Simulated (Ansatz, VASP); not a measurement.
# Two plane-wave programs on TaO

Contents of INCAR:

```
SYSTEM = TaO
PREC = Accurate ; ENCUT = 600
EDIFF = 1E-7 ; ISMEAR = 0
SIGMA = 0.1 ; LREAL = .FALSE.
LASPH = .TRUE. ; NELM = 80
ALGO = Normal ; ISIF = 3
LWAVE = .FALSE. ; LCHARG = .FALSE.
GGA = PE ; IBRION = 2
NSW = 100 ; EDIFFG = -0.01
```

File KPOINTS:

```
regular mesh
0
G
  16 16 8
  0 0 0
```

The input POSCAR:

```
TaO
1.0
    2.8703365543      0.0000000000      0.0000000000
    0.0000000000      2.8703365543      0.0000000000
    0.0000000000      0.0000000000      5.6553122488
Ta O
2 2
Direct
    0.5000000000      0.0000000000      0.7076727579
    0.0000000000      0.5000000000      0.2923272421
    0.5000000000      0.0000000000      0.1389525234
    0.0000000000      0.5000000000      0.8610474766
```

Input for Ansatz:

```yaml
crystal:
  lattice:
    - [2.8703365543, 0.0, 0.0]
    - [0.0, 2.8703365543, 0.0]
    - [0.0, 0.0, 5.6553122488]
  atoms:
    - { symbol: Ta, position: [0.5, 0.0, 0.7076727579] }
    - { symbol: Ta, position: [0.0, 0.5, 0.2923272421] }
    - { symbol: O, position: [0.5, 0.0, 0.1389525234] }
    - { symbol: O, position: [0.0, 0.5, 0.8610474766] }
basis:
  ecutwfc: 420
kpoints:
  mp_grid: { grid: [16, 16, 8] }
hamiltonian:
  xc: pbe
scf:
  occupations: { method: gaussian, width: 0.1 }
output:
  forces: true
  stress: true
  eigenvalues: true
relax:
  adjacent_minimum: "off"
  f_tol: 0.01
  max_steps: 80
  cell: { stress_tol: 0.05 }
```

Alike in both runs: task relaxation of cell and atoms; functional PBE; k mesh 16 × 16 × 8; occupations gaussian, width 0.1 eV; no spin polarisation.

|  | VASP | Ansatz |
| --- | --- | --- |
| version | VASP 6.6.1 | Ansatz 0.2.0 |
| potentials or method | VASP PAW PBE potentials, release 64 (Ta_pv, O), cutoff 600 eV | scalar-relativistic, plane waves, PAW |
| valence electrons in the cell | 34 | 38 |

```tsv
	VASP	Ansatz	Ansatz less VASP
gap on the k mesh at the Fermi level, each at its own relaxed structure (eV)	none	none	-
relaxed volume (Å³/atom)	11.68	11.69	+0.001
relaxed length of the cell vector where the two differ most in proportion (Å)	5.667	5.683	+0.0164
```

A gap of «none» marks a metal or a gap that the smearing closes. VASP's potentials hold 34 valence electrons a cell and Ansatz's 38, so a difference there can come from the potentials and not from the codes.

Neither program's run includes spin-orbit coupling.
